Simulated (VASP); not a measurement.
A run of VASP 6.6.1 is set up as follows.

The input POSCAR:

```
W
1.0
    0.0000000000      2.0795316087      2.0795316087
    2.0795316087      0.0000000000      2.0795316087
    2.0795316087      2.0795316087      0.0000000000
W
1
Direct
    0.0000000000      0.0000000000      0.0000000000
```

INCAR.step1

```
  ALGO = Normal
  EDIFF = 1E-4
  ENCUT = 520
  GGA = PE
  ISMEAR = -1
  LASPH = True
  LCHARG = False
  LREAL = False
  LWAVE = True
  NBANDS = 13
  NELM = 80
  PREC = Accurate
  SIGMA = 0.1
```

The input INCAR.step2:

```
  ALGO = Normal
  EDIFF = 1E-7
  ENCUT = 520
  ISIF = 2
  ISMEAR = -1
  ISTART = 1
  LASPH = True
  LCHARG = False
  LMIXTAU = True
  LREAL = False
  LWAVE = False
  METAGGA = R2SCAN
  NBANDS = 13
  NELM = 80
  PREC = Accurate
  SIGMA = 0.1
```

KPOINTS

```
k-points
0
Gamma
  12 12 12
```

Potentials or basis: VASP PAW PBE potentials, release 64 (W_sv).

Launch:

```bash
$ cat potpaw_PBE.64/W_sv/POTCAR > POTCAR
$ cp INCAR.step1 INCAR
$ mpirun -np 1 vasp_std > vasp.out
$ cp INCAR.step2 INCAR
$ mpirun -np 1 vasp_std > vasp.out
```

Q: What does it give for the band gap on the k mesh?

A: Zero (band 7 reaches 11.67 eV, above the bottom of band 8 at 8.65 eV).

Q: Predict the pressure.

A: -24.6 GPa.

Caveat: the PAW data sets were made with another functional, which shifts forces and pressure a little; spin-orbit coupling is left out, which moves the levels of the heavy elements.
